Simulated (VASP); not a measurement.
# H6C2O in VASP: notebook

Runs on H6C2O. Level: PBE+D3(BJ). Tasks: single point, relaxation of the atoms.

Everything below comes from runs of VASP 6.6.1. Logs are shortened: lines on timing, memory, paths and dates and some standing lists are left out, and cuts for length are marked.

## Step 1: The cell of the first run

The cell holds an amorphous packing of atoms, 36 atoms: a = 7.294 Å, b = 7.294 Å, c = 7.294 Å, α = 90.00°, β = 90.00°, γ = 90.00°.

## Step 2: Single point, PBE+D3(BJ)

INCAR reads:

```
ALGO     = Normal         # electronic algorithm
EDIFF    = 1E-6           # SCF threshold, eV
ENCUT    = 520            # plane-wave cutoff, eV
GGA      = PE             # functional
GGA_COMPAT= F            
ISIF     = 2              # what is computed and relaxed
ISMEAR   = -1             # smearing method
IVDW     = 12             # dispersion correction
LASPH    = T              # aspherical terms in the spheres
LCHARG   = F              # write CHGCAR
LREAL    = Auto         
LWAVE    = F              # write WAVECAR
NBANDS   = 64             # bands
NELM     = 120            # most SCF steps
PREC     = Accurate       # precision mode
SIGMA    = 0.05           # smearing width, eV
```

KPOINTS reads:

```
k-points
0
Gamma
  1 1 1
```

POSCAR reads:

```
H6C2O
1.0
    7.2936330000      0.0000000000      0.0000000000
    0.0000000000      7.2936330000      0.0000000000
    0.0000000000      0.0000000000      7.2936330000
C O H
8 4 24
Direct
    0.4603467161      0.3553510301      0.9287689688
    0.4949796624      0.3859667740      0.7332833994
    0.9744937811     -0.0020565883      0.4514896760
    0.7906073695      0.0783011703      0.4105772802
    0.7528895408      0.8951643166      0.8782865823
    0.9524334443      0.8063608355      0.9279052017
    0.2807517187      0.6939888530      0.3215681403
    0.1520092936      0.5310933522      0.3449172724
    0.4107143861      0.2373714170      0.6281780287
    0.6813888223     -0.0463829206      0.3105036955
    1.0834792483      0.9330329618      1.0005987414
   -0.0351950804      0.5959033036      0.3826351011
    0.4101522520      0.2845495516      0.5083611967
    0.4311705840      0.5250195616      0.6989520860
    0.6420257230      0.3875297811      0.6937969048
    0.5207418580      0.4547390854      1.0180111887
    0.3159467991      0.3566124043      0.9411907619
    0.5168069191      0.2155167391      0.9633882045
    0.7469665666     -0.1649657996      0.3162758532
    0.7152402650      0.1002929541      0.5365638770
    0.7906896330      0.2065225931      0.3358819946
    1.0559072550      0.0778075892      0.5473403995
    0.9476210278     -0.1331298134      0.5168206297
    1.0354784783     -0.0485354829      0.3156862979
    1.1857328166      0.9881906589      0.9259994299
    0.9257389287      0.7065340414      1.0357801112
    1.0164207604      0.7298009099      0.8179737039
    0.6670886786      0.9077780579      1.0012157179
    0.7656403880      1.0307071935      0.8230054899
    0.6755755328      0.8093497438      0.7774040728
   -0.1023084106      0.4821465517      0.3861313011
    0.1614695996      0.4464853112      0.2195202309
    0.2077976778      0.4493919560      0.4473079465
    0.4218062521      0.6433282289      0.2903354199
    0.2292547486      0.7721666281      0.2049595860
    0.2956551282      0.7801461905      0.4359144476
```

Potentials or basis: VASP PAW PBE potentials, release 64 (C, O, H).

On the command line:

```bash
$ cat potpaw_PBE.64/C/POTCAR potpaw_PBE.64/O/POTCAR potpaw_PBE.64/H/POTCAR > POTCAR
$ mpirun -np 1 vasp_gam > vasp.out
```

OUTCAR:

```text
EDIFF = 1E-6
   ENCUT = 520
   GGA = PE
   ISIF = 2
   ISMEAR = -1
   IVDW = 12
   LASPH = T
   LREAL = Auto
   NELM = 120
   PREC = Accurate
 IVDW          = 12

 ion  position               nearest neighbor table
   1  0.460  0.355  0.929-  17 1.06  16 1.07  18 1.13   2 1.47
   2  0.495  0.386  0.733-  15 1.11  14 1.14   9 1.46   1 1.47
   3  0.974  0.998  0.451-  23 1.09  22 1.09  24 1.14   4 1.49
   4  0.791  0.078  0.411-  21 1.08  20 1.08  10 1.41   3 1.49
   5  0.753  0.895  0.878-  29 1.07  28 1.10  30 1.12   6 1.63
   6  0.952  0.806  0.928-  27 1.08  26 1.09  11 1.43   5 1.63
   7  0.281  0.694  0.322-  36 1.05  35 1.09  34 1.12   8 1.52
   8  0.152  0.531  0.345-  33 1.04  32 1.11  12 1.47   7 1.52
   9  0.411  0.237  0.628-  13 0.94   2 1.46
  10  0.681  0.954  0.311-  19 0.99   4 1.41
  11  0.083  0.933  0.001-  25 1.01   6 1.43
  12  0.965  0.596  0.383-  31 0.96   8 1.47
  13  0.410  0.285  0.508-   9 0.94
  14  0.431  0.525  0.699-   2 1.14
  15  0.642  0.388  0.694-   2 1.11
  16  0.521  0.455  0.018-   1 1.07
  17  0.316  0.357  0.941-   1 1.06
  18  0.517  0.216  0.963-   1 1.13
[... 16 lines left out ...]
  35  0.229  0.772  0.205-   7 1.09
  36  0.296  0.780  0.436-   7 1.05

  LATTYP: Found a simple cubic cell.
 ALAT       =     7.2936330000

  Lattice vectors:

 A1 = (   7.2936330000,   0.0000000000,   0.0000000000)
 A2 = (   0.0000000000,   7.2936330000,   0.0000000000)
 A3 = (   0.0000000000,   0.0000000000,   7.2936330000)

Analysis of symmetry for initial positions (statically):
=====================================================================
 Subroutine PRICEL returns:
 Original cell was already a primitive cell.

 Routine SETGRP: Setting up the symmetry group for a
 simple cubic supercell.

 Subroutine GETGRP returns: Found  1 space group operations
 (whereof  1 operations were pure point group operations)
 out of a pool of 48 trial point group operations.

The static configuration has the point symmetry C_1 .

Analysis of symmetry for dynamics (positions and initial velocities):
=====================================================================
 Subroutine PRICEL returns:
 Original cell was already a primitive cell.

 Routine SETGRP: Setting up the symmetry group for a
 simple cubic supercell.

 Subroutine GETGRP returns: Found  1 space group operations
 (whereof  1 operations were pure point group operations)
 out of a pool of 48 trial point group operations.

The dynamic configuration has the point symmetry C_1 .

 Subroutine INISYM returns: Found  1 space group operations
 (whereof  1 operations are pure point group operations),
 and found     1 'primitive' translations

----------------------------------------------------------------------------------------

                                     Primitive cell

  volume of cell :     388.0000

  direct lattice vectors                    reciprocal lattice vectors
     7.293633000  0.000000000  0.000000000     0.137105884  0.000000000  0.000000000
     0.000000000  7.293633000  0.000000000     0.000000000  0.137105884  0.000000000
     0.000000000  0.000000000  7.293633000     0.000000000  0.000000000  0.137105884

  length of vectors
     7.293633000  7.293633000  7.293633000     0.137105884  0.137105884  0.137105884

  position of ions in fractional coordinates (direct lattice)
     0.460346716  0.355351030  0.928768969
     0.494979662  0.385966774  0.733283399
     0.974493781  0.997943412  0.451489676
     0.790607370  0.078301170  0.410577280
     0.752889541  0.895164317  0.878286582
     0.952433444  0.806360836  0.927905202
[... 28 lines left out ...]
     0.229254749  0.772166628  0.204959586
     0.295655128  0.780146190  0.435914448

  ion indices of the primitive-cell ions
   primitive index   ion index
                 1           1
                 2           2
                 3           3
                 4           4
                 5           5
                 6           6
[... 28 lines left out ...]
                35          35
                36          36

----------------------------------------------------------------------------------------

 KPOINTS: k-points

Automatic generation of k-mesh.
 Grid dimensions read from file:
 generate k-points for:    1    1    1

 Generating k-lattice:

  Cartesian coordinates                     Fractional coordinates (reciprocal lattice)
     0.137105884  0.000000000  0.000000000     1.000000000  0.000000000  0.000000000
     0.000000000  0.137105884  0.000000000     0.000000000  1.000000000  0.000000000
     0.000000000  0.000000000  0.137105884     0.000000000  0.000000000  1.000000000

  Length of vectors
     0.137105884  0.137105884  0.137105884

  Shift w.r.t. Gamma in fractional coordinates (k-lattice)
     0.000000000  0.000000000  0.000000000

 Subroutine IBZKPT returns following result:
 ===========================================

 Found      1 irreducible k-points:

 Following reciprocal coordinates:
            Coordinates               Weight
  0.000000  0.000000  0.000000      1.000000
   k-points           NKPTS =      1   k-points in BZ     NKDIM =      1   number of bands    NBANDS=     64
   number of dos      NEDOS =    301   number of ions     NIONS =     36
   total plane-waves  NPLWV = 157464
   dimension x,y,z NGX =    54 NGY =   54 NGZ =   54
   dimension x,y,z NGXF=   108 NGYF=  108 NGZF=  108
   ions per type =               8   4  24
   NGX,Y,Z   is equivalent  to a cutoff of  12.31, 12.31, 12.31 a.u.
   NGXF,Y,Z  is equivalent  to a cutoff of  24.62, 24.62, 24.62 a.u.
 SYSTEM =  unknown system
   PREC   = accura    normal or accurate (medium, high low for compatibility)
   ISTART =      0    job   : 0-new  1-cont  2-samecut
   ICHARG =      2    charge: 1-file 2-atom 10-const
   ISPIN  =      1    spin polarized calculation?
   LNONCOLLINEAR =      F non collinear calculations
   LSORBIT =      F    spin-orbit coupling
   LASPH  =      T    aspherical Exc in radial PAW
   ENCUT  =  520.0 eV  38.22 Ry    6.18 a.u.  13.56 13.56 13.56*2*pi/ulx,y,z
   NELM   =    120;   NELMIN=  2; NELMDL= -5     # of ELM steps
   EDIFF  = 0.1E-05   stopping-criterion for ELM
   LREAL  =      T    real-space projection
   EDIFFG = 0.1E-04   stopping-criterion for IOM
   NSW    =      0    number of steps for IOM
   IBRION =     -1    ionic relax: 0-MD 1-quasi-New 2-CG
   NFREE  =      0    steps in history (QN), initial steepest desc. (CG)
   ISIF   =      2    stress and relaxation
   ISYM   =      2    0-nonsym 1-usesym 2-fastsym
   POTIM  = 0.5000    time-step for ionic-motion
   TEBEG  =    0.0;   TEEND  =   0.0 temperature during run
   PSTRESS=    0.0 pullay stress
   NELECT =      80.0000    total number of electrons
   NUPDOWN=      -1.0000    fix difference up-down
   EMIN   =  10.00;   EMAX   =-10.00  energy-range for DOS
   EFERMI =   0.00;   METHOD = LEGACY
   ISMEAR =    -1;   SIGMA  =   0.05  broadening in eV -4-tet -1-fermi 0-gaus
   EFERMI_NEDOS =   21; number of points for ismear=-14 and -15
   IALGO  =     38    algorithm
   IMIX   =      4    mixing-type and parameters
     AMIX     =   0.40;   BMIX     =  1.00
     AMIX_MAG =   1.60;   BMIX_MAG =  1.00
  volume/ion in A,a.u.               =      10.78        72.73
  Fermi-wavevector in a.u.,A,eV,Ry     =   0.967151  1.827650 12.726630  0.935381
  Thomas-Fermi vector in A             =   2.097013
   LORBIT       =      0    0 simple, 1 ext, 2 COOP (PROOUT), +10 PAW based schemes
   GGA     = PE    functional components
   LHFCALC =     F    Hartree Fock is set to
   AEXX    =    0.0000 exact exchange contribution
   IVDW    =    12    specifies the selected vdW correction
   LEPSILON=     F    determine dielectric tensor
   LRPA    =     F    only Hartree local field effects (RPA)
 non-spin polarized calculation
  energy-cutoff  :      520.00
  volume of cell :      388.00
 maximum number of plane-waves:      5198
 NGX is ok and might be reduce to    54
   NGX = 27   NGY = 27   NGZ = 27

 number of electron      79.9999997 magnetization

 Free energy of the ion-electron system (eV)
  ---------------------------------------------------
  ext. energy  EPLUGINS =         0.00000000
  ---------------------------------------------------
  free energy    TOTEN  =      -186.32341481 eV

  energy without entropy =     -186.32341481  energy(sigma->0) =     -186.32341481

 E-fermi :  -1.4452     XC(G=0):  -6.4518

 val. band max:       -2.6752180232   @ k =   0.0000   0.0000   0.0000
 cond. band min:       1.7916220589   @ k =   0.0000   0.0000   0.0000
 fundamental gap:      4.4668400821
 Fermi energy:        -1.4452192925

 k-point     1 :       0.0000    0.0000    0.0000
  band No.  band energies     occupation
      1     -22.6673      2.00000
      2     -22.5872      2.00000
      3     -22.1640      2.00000
      4     -21.9482      2.00000
      5     -16.0184      2.00000
      6     -15.5794      2.00000
[... 44 lines left out ...]
     51       5.3905      0.00000
     52       5.5239      0.00000
 [bands above 52 left out]

------------------------ aborting loop because EDIFF is reached ----------------------------------------

 Edisp (eV)   -1.32790

 E8    (eV) :    -0.2934

  FORCE on cell =-STRESS in cart. coord.  units (eV):
  Direction    XX          YY          ZZ          XY          YZ          ZX
  --------------------------------------------------------------------------------------
  -------------------------------------------------------------------------------------
  Total      -4.06235     1.12151    10.16336     2.34214    -2.03696     0.08284
  in kB     -16.77477     4.63109    41.96780     9.67143    -8.41126     0.34207
  external pressure =        9.94 kB  Pullay stress =        0.00 kB

 VOLUME and BASIS-vectors are now :
 -----------------------------------------------------------------------------
  energy-cutoff  :      520.00
  volume of cell :      388.00
      direct lattice vectors                 reciprocal lattice vectors
     7.293633000  0.000000000  0.000000000     0.137105884  0.000000000  0.000000000
     0.000000000  7.293633000  0.000000000     0.000000000  0.137105884  0.000000000
     0.000000000  0.000000000  7.293633000     0.000000000  0.000000000  0.137105884

 POSITION                                       TOTAL-FORCE (eV/Angst)
 -----------------------------------------------------------------------------------
      3.35760      2.59180      6.77410         1.121176     -2.126620      0.304909
      3.61020      2.81510      5.34830         0.112722      1.072391     -1.583403
      7.10760      7.27863      3.29300         0.066546     -0.756007     -1.328127
      5.76640      0.57110      2.99460        -0.374439     -0.227767      0.836838
      5.49130      6.52900      6.40590         1.094054     -1.532503      0.127271
      6.94670      5.88130      6.76780        -1.170142      1.003001     -0.522350
[... 28 lines left out ...]
      1.67210      5.63190      1.49490         0.317309      0.353398     -0.128147
      2.15640      5.69010      3.17940        -0.097369      0.885031      1.432646
 -----------------------------------------------------------------------------------
    total drift:                               -0.009443      0.006894     -0.004019

  FREE ENERGIE OF THE ION-ELECTRON SYSTEM (eV)
  ---------------------------------------------------
  free  energy   TOTEN  =      -187.6513125067 eV

  energy  without entropy=     -187.6513125067  energy(sigma->0) =     -187.65131251
```

Wall time 39 s (1 thread of Intel Xeon Platinum 8488C (Sapphire Rapids), shared host); peak memory 0.35 GiB.

Results:

* Free energy: -187.6513 eV
* Pressure: 1.0 GPa
* Largest force: 2.543 eV/Å
* Band gap on the k mesh: 4.47 eV
* Dispersion energy per atom: -0.037 eV

Forces in eV/Å, atoms in the order of the input:
```
C    1.121 -2.127  0.305
C    0.113  1.072 -1.583
C    0.067 -0.756 -1.328
C   -0.374 -0.228  0.837
C    1.094 -1.533  0.127
C   -1.170  1.003 -0.522
C    0.220 -1.308 -1.649
C    0.004  1.788 -1.512
O   -0.007  0.229  2.018
O   -0.101 -1.231 -0.753
O    0.744  1.089  0.417
O    1.101 -0.776 -0.229
H   -0.118  0.155 -1.882
H    0.484 -0.910 -0.252
H   -0.096  0.233  0.272
H    0.407  0.704  0.428
H   -1.459 -0.129  0.632
H   -0.450  0.706  0.202
H   -0.353  0.470 -0.120
H   -0.162  0.468  0.731
H    0.294  0.748 -0.528
H    0.510  0.324 -0.272
H   -0.057 -0.283  0.518
H    0.181  1.054  1.149
H   -1.647 -1.108  0.036
H    0.078 -0.133  0.416
H   -0.144 -0.118 -0.814
H    0.250 -0.086  0.147
H    0.308  0.723 -0.477
H    0.515  0.226  0.312
H   -0.677 -0.373  0.114
H   -0.483  0.157 -0.096
H    0.111 -1.390  2.126
H   -0.522  0.101 -0.073
H    0.317  0.353 -0.128
H   -0.097  0.885  1.433
```

Stress tensor (GPa, compression positive):
```
-1.68  0.97  0.03
 0.97  0.46 -0.84
 0.03 -0.84  4.20
```

Levels at points of the mesh, in eV from the valence-band top:
| k point | band 36 | band 37 | band 38 | band 39 | band 40 | band 41 | band 42 | band 43 | band 44 | band 45 |
| --- | --- | --- | --- | --- | --- | --- | --- | --- | --- | --- |
| (0.00, 0.00, 0.00) | -1.38 | -0.89 | -0.74 | -0.36 | 0.00 | 4.47 | 5.39 | 5.69 | 6.22 | 6.44 |

Caveat: the k points lie up to 0.86 Å⁻¹ apart.

(Part 1 of 2 ends here.)
